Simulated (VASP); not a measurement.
# Hf2SiBr: single point with PBE

Hf2SiBr:

```
Hf Si Br
1.0
     3.22513    0.00000    0.00000
    -1.61256    2.79304    0.00000
     0.00000    0.00000   10.50809
Hf Si Br
2 1 1
Direct
  0.00000 0.00000 0.25419
  0.00000 0.00000 0.74581
  0.00000 0.00000 0.00000
  0.00000 0.00000 0.50000
```

The cell was built from a structure type or drawn by symmetry, and may not be a known phase.

| Quantity | Value |
| --- | --- |
| Program | VASP 6.6.1 |
| Task | single point |
| Functional | PBE |
| Potentials or basis | VASP PAW PBE potentials, release 64 (Hf_pv, Si, Br) |
| Cutoff | 520 eV |
| k mesh | 18 × 18 × 6 |
| Occupations | gaussian, width 0.1 eV |
| Spin | no spin polarisation |
| Dipole correction | no |
| Further INCAR settings | ALGO = Normal; EDIFF = 1e-06; NBANDS = 24 |

```json
{
  "Pressure": "-0.2 GPa",
  "Largest force": "0.030 eV/Å",
  "Band gap on the k mesh": "zero (an odd number of electrons rules out a gap without spin polarisation)"
}
```

Forces on the atoms (eV/Å):
```
Hf   0.000  0.000  0.030
Hf   0.000  0.000 -0.030
Si   0.000  0.000  0.000
Br   0.000  0.000  0.000
```

Stress tensor (GPa, compression positive):
```
-0.13  0.00  0.00
 0.00 -0.13  0.00
 0.00  0.00 -0.36
```

Levels at points of the mesh, in eV from the Fermi level:
```csv
k point,band 12,band 13,band 14,band 15,band 16,band 17,band 18,band 19,band 20,band 21
"(0.00, 0.00, 0.00)",-2.29,-0.92,-0.92,1.49,1.49,1.51,1.51,2.12,3.55,3.55
"(0.50, 0.00, 0.00)",-2.16,-2.02,-1.98,-1.11,-0.42,0.91,1.51,2.20,2.59,3.04
"(0.00, 0.00, 0.50)",-2.32,-0.92,-0.92,1.50,1.50,1.50,1.50,3.16,3.23,3.23
"(0.50, 0.00, 0.50)",-2.36,-2.16,-1.89,-0.87,-0.40,-0.29,1.88,2.32,2.80,3.24
```

Run time: 3.3 min on 1 thread of Intel(R) Xeon(R) Platinum 8488C (Sapphire Rapids) (shared host), peak memory 0.45 GiB.

Caveat: spin-orbit coupling is left out, which moves the levels of the heavy elements; an odd number of electrons without spin polarisation forces a metal; a magnetic or distorted state may lie lower.
